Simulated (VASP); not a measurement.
The system is BaTe.

```xyz
2
Lattice="0.0000 3.3871 3.3871 3.3871 0.0000 3.3871 3.3871 3.3871 0.0000" Properties=species:S:1:pos:R:3 pbc="T T T"
Ba    0.0000    0.0000    0.0000
Te    3.3871    3.3871    3.3871
```

This cell differs from its parent crystal: volume scaled by 0.98.

Base run:

```yaml
Program: VASP 6.6.1
Functional: PBEsol
Potentials_or_basis: VASP PAW PBE potentials, release 64 (Ba_sv, Te)
Cutoff: 520 eV
k_mesh: 7 × 7 × 7
Occupations: fermi-dirac, width 0.05 eV
Spin: no spin polarisation
```

Its results: band gap on the k mesh 1.23 eV, indirect (least direct gap 1.62 eV); pressure 3.3 GPa.

Problem. After a change of settings the same cell gave: band gap on the k mesh 1.21 eV, indirect (least direct gap 1.59 eV); pressure 2.1 GPa. Which change was it?
A. functional from PBEsol to PBE; further incar settings from ALGO = Normal; EDIFF = 1e-06; NBANDS = 15 to ALGO = Normal; EDIFF = 1e-07; NBANDS = 15
B. functional from PBEsol to r2SCAN
C. functional from PBEsol to LDA; potentials or basis from VASP PAW PBE potentials, release 64 (Ba_sv, Te) to VASP PAW LDA potentials, release 64 (Ba_sv, Te)

Solution. C.

Caveats: spin-orbit coupling is left out, which moves the levels of the heavy elements; the PAW data sets were made with another functional, which shifts forces and pressure a little (some runs).
